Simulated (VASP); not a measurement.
Set up this calculation in VASP 6.6.1, as the native input.

| Item | Value |
| --- | --- |
| Task | single point |
| Functional | PBE |
| Potentials or basis | VASP PAW PBE potentials, release 64 (Zn, S) |
| Cutoff | 520 eV |
| k mesh | 3 × 3 × 1 |
| Occupations | fermi-dirac, width 0.1034 eV |
| Spin | no spin polarisation |
| Dipole correction | no |
| Further INCAR settings | LREAL = Auto; ALGO = Normal; EDIFF = 1e-06; NBANDS = 166 |

The structure of ZnS lies in POSCAR:

```
ZnS
1.0
    3.9240838351      0.0000000000      0.0000000000
   -1.9620419176      3.3983562878      0.0000000000
    0.0000000000      0.0000000000     51.2942519253
Zn S
16 16
Direct
    0.3011114065      0.6848087142      0.5063763097
    0.2464189699      0.5863767160      0.8746976964
    0.5449204230      0.2355247456      0.1935600896
    0.0219777814      0.0652282990      0.4434644457
    0.3374879763      0.6135007114      0.1263692472
    0.7606433611      0.2353988023      0.0072242208
    0.7006139392      0.3371435785      0.6297071268
    0.0179247253     -0.0309376037      0.2480865696
   -0.0011110697     -0.1202578439      0.9394502150
    0.6771195238      0.3219777173      0.8146629580
    0.2832629778      0.6422078250      0.6916881067
    0.0095811201     -0.0051904505      0.7499621606
    0.5518891180      0.3447913935      0.3732802270
    0.0355353950      0.0289993137      0.5658083686
    0.3471504844      0.7139310286      0.3104746907
   -0.0050656196     -0.0238123943      0.0569702431
    0.6358151272      0.2790908073      0.0475550166
   -0.0941312451     -0.0774218409      0.1038956179
    0.2286048458      0.7084566173      0.3533191404
    0.5747060546      0.4171142988      0.4256089753
    0.5659981179      0.2976430116      0.6748804535
    0.4136143961      0.7120763084      0.5509017471
    0.5783529477      0.2767420248      0.8609726888
   -0.0484250181      0.0543215556      0.4906365539
    0.0697532154     -0.1209125722      0.9877282756
    0.0673320252      0.0432715076      0.7967886745
    0.3342788790      0.6609254033      0.7365273609
    0.0205733439      0.0164173486      0.2929225875
    0.2949811592      0.5778631885      0.9207949668
   -0.0020985363      0.0072420305      0.6152793893
    0.2520591286      0.6394915118      0.1713298990
    0.7251739317      0.3515349477      0.2359558731
```

This cell differs from its parent crystal: dynamics (nvt langevin) at 1200 K, volume x 1.06, from the last frame before.

These files were run (other wordings do the same):

INCAR

```
SYSTEM = ZnS
PREC = Accurate
ENCUT = 520
EDIFF = 1E-6
ISMEAR = -1
SIGMA = 0.1034
LREAL = Auto
LASPH = .TRUE.
NELM = 60
ALGO = Normal
ISIF = 2
LWAVE = .FALSE.
LCHARG = .TRUE.
GGA = PE
LELF = .TRUE.
LVHAR = .TRUE.
NBANDS = 166
```

KPOINTS

```
Automatic mesh
0
G
  3 3 1
  0 0 0
```

Potentials or basis: VASP PAW PBE potentials, release 64 (Zn, S).

The run is started by

```bash
$ cat potpaw_PBE.64/Zn/POTCAR potpaw_PBE.64/S/POTCAR > POTCAR
$ mpirun -np 1 vasp_std > vasp.out
```

It gave:

| Item | Value |
| --- | --- |
| Pressure | -1.4 GPa |
| Largest force | 2.599 eV/Å |
| Band gap on the k mesh | 0.41 eV |

Caveat: the k points lie up to 0.62 Å⁻¹ apart; the atoms stand as in a frame of molecular dynamics; semilocal functionals underestimate gaps, and a narrow one can read as zero; forces of over 1 eV/Å act on the atoms, so gaps and moduli don't describe the material at rest.

Run time: 33 min on 1 thread of Intel(R) Xeon(R) Platinum 8259CL CPU @ 2.50GHz (Skylake/Cascade Lake) (shared host), peak memory 0.89 GiB.
